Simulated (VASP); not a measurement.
## Al2Ru: single point with PBEsol

The system is Al2Ru.

```xyz
3
Lattice="-1.5286 1.5286 4.1356 1.5286 -1.5286 4.1356 1.5286 1.5286 -4.1356" Properties=species:S:1:pos:R:3 pbc="T T T"
Ru    0.0000    0.0000    0.0000
Al    0.0000    0.0000    2.8188
Al    0.0000    0.0000    5.4524
```

This cell differs from its parent crystal: volume scaled by 0.94.

```json
{
 "Program": "VASP 6.6.1",
 "Task": "single point",
 "Functional": "PBEsol",
 "Potentials or basis": "VASP PAW PBE potentials, release 64 (Ru_pv, Al)",
 "Cutoff": "520 eV",
 "k mesh": "12 × 12 × 12",
 "Occupations": "fermi-dirac, width 0.05 eV",
 "Spin": "no spin polarisation",
 "Dipole correction": "no",
 "Further INCAR settings": "ALGO = Fast; EDIFF = 1e-07; NBANDS = 17"
}
```

```json
{
 "Pressure": "12.5 GPa",
 "Largest force": "0.173 eV/Å",
 "Band gap on the k mesh": "zero (band 10 reaches 11.54 eV, above the bottom of band 11 at 11.38 eV)"
}
```

Forces on the atoms (eV/Å):
```
Ru   0.000  0.000  0.000
Al   0.000  0.000 -0.173
Al   0.000  0.000  0.173
```

Stress tensor (GPa, compression positive):
```
12.57  0.00  0.00
 0.00 12.57  0.00
 0.00  0.00 12.44
```

Levels at points of the mesh, in eV from the Fermi level:
```csv
k point,band 6,band 7,band 8,band 9,band 10,band 11,band 12,band 13,band 14,band 15
"(0.00, 0.00, 0.00)",-4.18,-2.13,-2.13,-1.99,-1.01,2.63,4.56,6.38,6.38,6.59
"(0.50, 0.00, 0.00)",-4.92,-3.18,-2.86,-2.75,-1.53,0.69,3.34,5.19,7.26,8.76
"(0.50, 0.50, 0.00)",-3.69,-3.65,-3.30,-1.21,-0.35,0.36,2.07,2.11,4.84,5.91
"(0.50, 0.50, 0.50)",-4.35,-2.86,-1.66,-1.66,-0.98,3.33,3.33,6.38,6.77,8.96
```

Run time: 3.7 min on 1 thread of Intel(R) Xeon(R) Platinum 8488C (Sapphire Rapids), with other jobs on the host, peak memory 0.28 GiB.

Caveat: the PAW data sets were made with another functional, which shifts forces and pressure a little.
